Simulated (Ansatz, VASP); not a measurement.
# One calculation of MnSi, two programs

The input INCAR:

```
SYSTEM = MnSi
PREC     = Accurate       ! precision mode
ENCUT    = 600            ! plane-wave cutoff, eV
EDIFF    = 1E-6           ! SCF threshold, eV
ISMEAR   = 0              ! smearing method
SIGMA    = 0.05           ! smearing width, eV
LREAL    = .FALSE.        ! projectors in reciprocal space
LASPH    = .TRUE.         ! aspherical terms in the spheres
NELM     = 100            ! most SCF steps
ALGO     = Normal         ! electronic algorithm
ISIF     = 3              ! what is computed and relaxed
LWAVE    = .FALSE.        ! write WAVECAR
LCHARG   = .FALSE.        ! write CHGCAR
GGA      = PE             ! functional
IBRION   = 2              ! ionic algorithm
NSW      = 80             ! ionic steps
EDIFFG   = -0.01          ! ionic threshold
```

Contents of KPOINTS:

```
Automatic mesh
0
G
  8 8 8
  0 0 0
```

Contents of POSCAR:

```
MnSi
1.0
    4.5480000000      0.0000000000      0.0000000000
    0.0000000000      4.5480000000      0.0000000000
    0.0000000000      0.0000000000      4.5480000000
Mn Si
4 4
Direct
    0.1380000000      0.1380000000      0.1380000000
    0.3620000000      0.8620000000      0.6380000000
    0.6380000000      0.3620000000      0.8620000000
    0.8620000000      0.6380000000      0.3620000000
    0.8460000000      0.8460000000      0.8460000000
    0.6540000000      0.1540000000      0.3460000000
    0.3460000000      0.6540000000      0.1540000000
    0.1540000000      0.3460000000      0.6540000000
```

Input for Ansatz:

```yaml
crystal:
  lattice:
    - [4.548, 0.0, 0.0]
    - [0.0, 4.548, 0.0]
    - [0.0, 0.0, 4.548]
  atoms:
    - { symbol: Mn, position: [0.138, 0.138, 0.138] }
    - { symbol: Mn, position: [0.362, 0.862, 0.638] }
    - { symbol: Mn, position: [0.638, 0.362, 0.862] }
    - { symbol: Mn, position: [0.862, 0.638, 0.362] }
    - { symbol: Si, position: [0.846, 0.846, 0.846] }
    - { symbol: Si, position: [0.654, 0.154, 0.346] }
    - { symbol: Si, position: [0.346, 0.654, 0.154] }
    - { symbol: Si, position: [0.154, 0.346, 0.654] }
basis:
  ecutwfc: 420
  ecutrho_ratio: 4
kpoints:
  mp_grid: { grid: [8, 8, 8] }
hamiltonian:
  xc: pbe
scf:
  occupations: { method: gaussian, width: 0.05 }
output:
  forces: true
  stress: true
  eigenvalues: true
relax:
  f_tol: 0.01
  max_steps: 60
  cell: { stress_tol: 0.04 }
```

Alike in both runs: task relaxation of cell and atoms; functional PBE; k mesh 8 × 8 × 8; occupations gaussian, width 0.05 eV; no spin polarisation.

```csv
,VASP,Ansatz
version,VASP 6.6.1,Ansatz 0.2.0
potentials or method,"VASP PAW PBE potentials, release 64 (Mn_pv, Si), cutoff 600 eV","scalar-relativistic, plane waves, PAW"
valence electrons in the cell,68,76
```

|  | VASP | Ansatz | Ansatz less VASP |
| --- | --- | --- | --- |
| gap on the k mesh at the Fermi level, each at its own relaxed structure (eV) | none | none | - |
| relaxed volume (Å³/atom) | 11.37 | 11.37 | +0.004 |
| relaxed cell length with the largest relative difference (Å) | 4.497 | 4.497 | +0.0005 |

A gap of «none» marks a metal or a gap that the smearing closes. VASP's potentials hold 68 valence electrons a cell and Ansatz's 76, so a difference there can come from the potentials and not from the codes.
